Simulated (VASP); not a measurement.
## BAs: single point with PBE

Crystal: BAs.

```
B As
1.0
     0.00000    2.29619    2.43597
     2.29619    0.00000    2.43597
     2.29619    2.29619    0.00000
B As
1 1
Direct
  0.00000 0.00000 0.00000
  0.25000 0.25000 0.25000
```

This cell differs from its parent crystal: epitaxial xy strain -4.0%.

```yaml
Program: VASP 6.6.1
Task: single point
Functional: PBE
Potentials_or_basis: VASP PAW PBE potentials, release 64 (B, As)
Cutoff: 520 eV
k_mesh: 10 × 10 × 10
Occupations: fermi-dirac, width 0.02 eV
Spin: no spin polarisation
```

```
Pressure               : 13.1 GPa
Band gap on the k mesh : 0.65 eV, indirect (least direct gap 3.04 eV)
```

Stress tensor (GPa, compression positive):
```
17.76  0.00  0.00
 0.00 17.76  0.00
 0.00  0.00  3.78
```

Levels at points of the mesh, in eV from the valence-band top:
| k point | band 2 | band 3 | band 4 | band 5 | band 6 | band 7 |
| --- | --- | --- | --- | --- | --- | --- |
| (0.00, 0.00, 0.00) | -0.64 | 0.00 | 0.00 | 3.04 | 3.04 | 3.42 |
| (0.50, 0.00, 0.00) | -9.44 | -2.52 | -1.75 | 2.57 | 4.65 | 4.91 |
| (0.50, 0.50, 0.00) | -9.41 | -4.14 | -4.14 | 1.61 | 1.72 | 11.68 |
| (0.50, 0.00, 0.50) | -8.91 | -4.78 | -4.67 | 0.92 | 0.92 | 11.11 |

Run time: 33 s on 1 thread of Intel Xeon 8259CL (shared host), peak memory 0.17 GiB.

Caveat: the cell differs from its parent crystal (epitaxial xy strain -4.0%). A k mesh can miss the band edges.
